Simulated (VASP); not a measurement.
# Te2Mo in VASP: further runs, part 2 of 3

VASP 6.6.1. The steps go on from the part before.

### 3 Single point, LDA (strain along c alone, the other axes held: +3.0 %, then relaxed in part)

The input, INCAR:

```
SYSTEM = Te2Mo
PREC = Accurate
ENCUT = 500
EDIFF = 1E-6
ISMEAR = 0
SIGMA = 0.02
LREAL = .False.
LASPH = .True.
NELM = 120
ALGO = Normal
ISIF = 2
LWAVE = .False.
LCHARG = .False.
GGA = CA
NBANDS = 20
GGA_COMPAT = .False.
```

The input, KPOINTS:

```
Automatic mesh
0
Gamma
  12 12 2
  0 0 0
```

The input, POSCAR:

```
Te2Mo
1.0
    3.4665480208      0.0000000000      0.0000000000
   -1.7332740104      3.0021186495      0.0000000000
    0.0000000000      0.0000000000     18.0454056671
Te Mo
2 1
Direct
    0.3333333333      0.6666666667      0.9005062624
    0.3333333333      0.6666666667      0.0994937376
    0.0000000000      0.0000000000      0.0000000000
```

Potentials or basis: VASP PAW LDA potentials, release 64 (Te, Mo_sv).

On the command line:

```sh
$ cat potpaw_LDA.64/Te/POTCAR potpaw_LDA.64/Mo_sv/POTCAR > POTCAR
$ mpirun -np 1 vasp_std > vasp.out
```

OUTCAR:

```text
SYSTEM = Te2Mo
   PREC = Accurate
   ENCUT = 500
   EDIFF = 1E-6
   ISMEAR = 0
   LREAL = .False.
   LASPH = .True.
   NELM = 120
   ISIF = 2
   GGA = CA

 ion  position               nearest neighbor table
   1  0.333  0.667  0.901-   3 2.69   3 2.69   3 2.69   2 3.59
   2  0.333  0.667  0.099-   3 2.69   3 2.69   3 2.69   1 3.59
   3  0.000  0.000  0.000-   1 2.69   2 2.69   1 2.69   2 2.69   1 2.69   2 2.69

  LATTYP: Found a hexagonal cell.
 ALAT       =     3.4665480208
 C/A-ratio  =     5.2055836408

  Lattice vectors:

 A1 = (   3.4665480208,   0.0000000000,   0.0000000000)
 A2 = (  -1.7332740104,   3.0021186495,   0.0000000000)
 A3 = (   0.0000000000,   0.0000000000,  18.0454056671)

Analysis of symmetry for initial positions (statically):
=====================================================================
 Subroutine PRICEL returns:
 Original cell was already a primitive cell.

 Routine SETGRP: Setting up the symmetry group for a
 hexagonal supercell.

 Subroutine GETGRP returns: Found 12 space group operations
 (whereof 12 operations were pure point group operations)
 out of a pool of 24 trial point group operations.

The static configuration has the point symmetry D_3h.

Analysis of symmetry for dynamics (positions and initial velocities):
=====================================================================
 Subroutine PRICEL returns:
 Original cell was already a primitive cell.

 Routine SETGRP: Setting up the symmetry group for a
 hexagonal supercell.

 Subroutine GETGRP returns: Found 12 space group operations
 (whereof 12 operations were pure point group operations)
 out of a pool of 24 trial point group operations.

The dynamic configuration has the point symmetry D_3h.

 Subroutine INISYM returns: Found 12 space group operations
 (whereof 12 operations are pure point group operations),
 and found     1 'primitive' translations

----------------------------------------------------------------------------------------

[... 108 lines left out ...]
   EFERMI =   0.00;   METHOD = LEGACY
   ISMEAR =     0;   SIGMA  =   0.02  broadening in eV -4-tet -1-fermi 0-gaus
   EFERMI_NEDOS =   21; number of points for ismear=-14 and -15
   IALGO  =     38    algorithm
   IMIX   =      4    mixing-type and parameters
     AMIX     =   0.40;   BMIX     =  1.00
     AMIX_MAG =   1.60;   BMIX_MAG =  1.00
  volume/ion in A,a.u.               =      62.60       422.44
  Fermi-wavevector in a.u.,A,eV,Ry     =   0.846906  1.600421  9.758783  0.717250
  Thomas-Fermi vector in A             =   1.962328
   LORBIT       =      0    0 simple, 1 ext, 2 COOP (PROOUT), +10 PAW based schemes
   GGA     = CA    functional components
   LHFCALC =     F    Hartree Fock is set to
   AEXX    =    0.0000 exact exchange contribution
   IVDW    =     0    specifies the selected vdW correction
   LEPSILON=     F    determine dielectric tensor
   LRPA    =     F    only Hartree local field effects (RPA)
 non-spin polarized calculation
 Gauss-broadening in eV      SIGMA  =   0.02
  energy-cutoff  :      500.00
  volume of cell :      187.80
 maximum number of plane-waves:      4791
 NGX is ok and might be reduce to    28
   NGX = 13   NGY = 13   NGZ = 65

 number of electron      26.0000001 magnetization

 Free energy of the ion-electron system (eV)
  ---------------------------------------------------
  ext. energy  EPLUGINS =         0.00000000
  ---------------------------------------------------
  free energy    TOTEN  =       -20.47175703 eV

  energy without entropy =      -20.47175703  energy(sigma->0) =      -20.47175703

 E-fermi :   0.1435     XC(G=0):  -4.8017

 val. band max:        0.0229562929   @ k =   0.3333   0.3333   0.0000
 cond. band min:       1.2644060535   @ k =   0.3333   0.3333   0.5000
 fundamental gap:      1.2414497606
 Fermi energy:         0.1434979817

 k-point     1 :       0.0000    0.0000    0.0000
  band No.  band energies     occupation
      1     -60.2007      2.00000
      2     -34.5978      2.00000
      3     -34.4172      2.00000
      4     -34.4172      2.00000
      5     -12.8474      2.00000
      6     -11.8514      2.00000
[... 541 lines left out ...]
     19       6.0499      0.00000
     20       6.1542      0.00000

 [... further k-points ...]
[... 5 lines left out ...]
  --------------------------------------------------------------------------------------
  -------------------------------------------------------------------------------------
  Total        0.1036536      0.1036536      0.1680017     -0.0000000      0.0000000      0.0000000
  in kB        0.8843071      0.8843071      1.4332853     -0.0000000      0.0000000      0.0000000
  external PRESSURE =       1.0672998 kB  Pullay stress =       0.0000000 kB

 VOLUME and BASIS-vectors are now :
 -----------------------------------------------------------------------------
  energy-cutoff  :      500.00
  volume of cell :      187.80
      direct lattice vectors                 reciprocal lattice vectors
     3.466548021  0.000000000  0.000000000     0.288471411  0.166549047  0.000000000
    -1.733274010  3.002118649  0.000000000     0.000000000  0.333098094  0.000000000
     0.000000000  0.000000000 18.045405667     0.000000000  0.000000000  0.055415767

 POSITION                                       TOTAL-FORCE (eV/Angst)
 -----------------------------------------------------------------------------------
     -0.00000      2.00141     16.25000         0.000000     -0.000000     -0.050723
     -0.00000      2.00141      1.79540         0.000000      0.000000      0.050723
      0.00000      0.00000      0.00000        -0.000000      0.000000      0.000000
 -----------------------------------------------------------------------------------
    total drift:                                0.000000     -0.000000     -0.000000

  FREE ENERGIE OF THE ION-ELECTRON SYSTEM (eV)
  ---------------------------------------------------
  free  energy   TOTEN  =       -20.4717570271 eV

  energy  without entropy=      -20.4717570271  energy(sigma->0) =      -20.47175703
```

stdout:

```text
POSCAR found type information on POSCAR TeMo
 POSCAR found :  2 types and       3 ions
 scaLAPACK will be used
 LDA part: xc-table for (Slater(with rela. corr.)+CA(PZ))
 , standard interpolation
 POSCAR, INCAR and KPOINTS ok, starting setup
 FFT: planning ... GRIDC
 FFT: planning ... GRID_SOFT
 FFT: planning ... GRID
 WAVECAR not read
 entering main loop
```

It took 5.2 min on 1 thread of Intel Xeon 8259CL, shared host; peak memory 0.33 GiB.

Results:

| Item | Value |
| --- | --- |
| Free energy | -20.4718 eV |
| Largest force | 0.051 eV/Å |
| Band gap on the k mesh | 1.24 eV |

Forces on the atoms (eV/Å):
```
Te   0.000  0.000 -0.051
Te   0.000  0.000  0.051
Mo   0.000  0.000  0.000
```

Levels at points of the mesh, in eV from the valence-band top:
| k point | band 11 | band 12 | band 13 | band 14 | band 15 | band 16 |
| --- | --- | --- | --- | --- | --- | --- |
| (0.00, 0.00, 0.00) | -0.82 | -0.82 | -0.59 | 3.37 | 3.37 | 3.69 |
| (0.50, 0.00, 0.00) | -1.68 | -0.76 | -0.14 | 1.58 | 1.88 | 3.44 |
| (0.00, 0.00, 0.50) | -0.82 | -0.82 | -0.59 | 3.37 | 3.37 | 3.69 |
| (0.50, 0.00, 0.50) | -1.68 | -0.76 | -0.14 | 1.58 | 1.88 | 3.44 |

Caveat: the cell differs from its parent crystal (strain along c alone, the other axes held: +3.0 %, then relaxed in part); spin-orbit coupling is left out, which moves the levels of the heavy elements.

### 4 Single point, LDA (equal strain along all axes, cell held: -4.5 %, then relaxed in part)

The input, INCAR:

```
PREC = Accurate ; ENCUT = 520
EDIFF = 1E-6 ; ISMEAR = 0
SIGMA = 0.02 ; LREAL = False
LASPH = True ; NELM = 100
ALGO = Normal ; ISIF = 2
LWAVE = False ; LCHARG = False
NBANDS = 20
```

The input, KPOINTS:

```
Automatic mesh
0
Gamma
  12 12 2
```

The input, POSCAR:

```
Te2Mo
1.0
    3.3105533605      0.0000000000      0.0000000000
   -1.6552766803      2.8670233108      0.0000000000
    0.0000000000      0.0000000000     16.7314198186
Te Mo
2 1
Direct
    0.3333333333      0.6666666667      0.8888669072
    0.3333333333      0.6666666667      0.1111330928
    0.0000000000      0.0000000000      0.0000000000
```

Potentials or basis: VASP PAW LDA potentials, release 64 (Te, Mo_sv).

On the command line:

```sh
$ cat potpaw_LDA.64/Te/POTCAR potpaw_LDA.64/Mo_sv/POTCAR > POTCAR
$ mpirun -np 1 vasp_std > vasp.out
```

OUTCAR:

```text
PREC = Accurate
   ENCUT = 520
   EDIFF = 1E-6
   ISMEAR = 0
   LREAL = False
   LASPH = True
   NELM = 100
   ISIF = 2

 ion  position               nearest neighbor table
   1  0.333  0.667  0.889-   3 2.67   3 2.67   3 2.67
   2  0.333  0.667  0.111-   3 2.67   3 2.67   3 2.67
   3  0.000  0.000  0.000-   1 2.67   2 2.67   1 2.67   2 2.67   1 2.67   2 2.67

  LATTYP: Found a hexagonal cell.
 ALAT       =     3.3105533605
 C/A-ratio  =     5.0539646991

  Lattice vectors:

 A1 = (   3.3105533605,   0.0000000000,   0.0000000000)
[... 194 lines left out ...]
      6     -11.4545      2.00000
[... 541 lines left out ...]
     19       7.1555      0.00000
     20       7.4317      0.00000

 [... further k-points ...]
[... 5 lines left out ...]
  --------------------------------------------------------------------------------------
  -------------------------------------------------------------------------------------
  Total        3.9308150      3.9308150      0.2055773     -0.0000000      0.0000000     -0.0000000
  in kB       39.6577955     39.6577955      2.0740591     -0.0000000      0.0000000     -0.0000000
  external PRESSURE =      27.1298834 kB  Pullay stress =       0.0000000 kB

 VOLUME and BASIS-vectors are now :
 -----------------------------------------------------------------------------
  energy-cutoff  :      520.00
  volume of cell :      158.81
      direct lattice vectors                 reciprocal lattice vectors
     3.310553361  0.000000000  0.000000000     0.302064305  0.174396908  0.000000000
    -1.655276680  2.867023311  0.000000000     0.000000000  0.348793816  0.000000000
     0.000000000  0.000000000 16.731419819     0.000000000  0.000000000  0.059767791

 POSITION                                       TOTAL-FORCE (eV/Angst)
 -----------------------------------------------------------------------------------
     -0.00000      1.91135     14.87201        -0.000000      0.000000     -0.058812
     -0.00000      1.91135      1.85941        -0.000000      0.000000      0.058812
      0.00000      0.00000      0.00000         0.000000      0.000000      0.000000
 -----------------------------------------------------------------------------------
    total drift:                                0.000000     -0.000000     -0.000000

  FREE ENERGIE OF THE ION-ELECTRON SYSTEM (eV)
  ---------------------------------------------------
  free  energy   TOTEN  =       -20.2976131167 eV

  energy  without entropy=      -20.2976131167  energy(sigma->0) =      -20.29761312
```

Run time: 4.1 min. Hardware: 1 thread of Intel Xeon 8259CL, shared host; peak memory 0.31 GiB.

What came out:

* Free energy: -20.2976 eV
* Largest force: 0.059 eV/Å
* Band gap on the k mesh: 0.82 eV (least direct gap 1.36 eV)

Forces in eV/Å, atoms in the order of the input:
```
Te   0.000  0.000 -0.059
Te   0.000  0.000  0.059
Mo   0.000  0.000  0.000
```

Levels at points of the mesh, in eV from the valence-band top:
| k point | band 10 | band 11 | band 12 | band 13 | band 14 | band 15 | band 16 | band 17 |
| --- | --- | --- | --- | --- | --- | --- | --- | --- |
| (0.00, 0.00, 0.00) | -1.66 | -1.44 | -0.79 | -0.79 | 3.67 | 3.67 | 3.80 | 3.95 |
| (0.50, 0.00, 0.00) | -2.47 | -2.39 | -1.19 | 0.00 | 1.64 | 1.76 | 3.14 | 3.79 |
| (0.00, 0.00, 0.50) | -1.66 | -1.44 | -0.79 | -0.79 | 3.67 | 3.67 | 3.94 | 3.95 |
| (0.50, 0.00, 0.50) | -2.47 | -2.39 | -1.19 | 0.00 | 1.64 | 1.76 | 3.14 | 3.79 |

Caveat: the cell differs from its parent crystal (equal strain along all axes, cell held: -4.5 %, then relaxed in part); spin-orbit coupling is left out, which moves the levels of the heavy elements.

[end of part 2 of 3]
